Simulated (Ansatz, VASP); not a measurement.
## One calculation of TaN, two programs

```
CELL_PARAMETERS angstrom
2.93800 0.00000 0.00000
-1.46900 2.54438 0.00000
0.00000 0.00000 2.88300
ATOMIC_POSITIONS crystal
Ta 0.33333 0.66667 0.50000
N 0.96070 0.92140 0.96531
```

Alike in both runs: task single point; functional r2SCAN; k mesh 18 × 18 × 16; occupations gaussian, width 0.15 eV; no spin polarisation.

|  | VASP | Ansatz |
| --- | --- | --- |
| version | VASP 6.6.1 | Ansatz 0.2.0 |
| potentials or method | VASP PAW PBE potentials, release 64 (Ta_pv, N), cutoff 520 eV | scalar-relativistic, plane waves, PAW |
| valence electrons in the cell | 16 | 18 |

VASP gave:

* gap on the k mesh at the Fermi level (eV): none
* pressure (GPa): 8.5
* traceless stress, the component that is largest in VASP (GPa): 5.50
* rms of the force components (eV/Å): 1.660

Question: What did Ansatz give for the same quantities?

Answer: gap on the k mesh at the Fermi level (eV): none; pressure (GPa): 6.8; traceless stress, the component that is largest in VASP (GPa): 5.45; rms of the force components (eV/Å): 1.649.

VASP's potentials were made for PBE, not for r2SCAN. Atom by atom the forces differ by 0.012 eV/Å (rms over components). A gap of «none» marks a metal or a gap that the smearing closes. With one functional, cell and mesh, what is left measures potentials, basis and numerics. VASP's potentials hold 16 valence electrons a cell and Ansatz's 18, so a difference there can come from the potentials and not from the codes.

Neither program's run includes spin-orbit coupling.
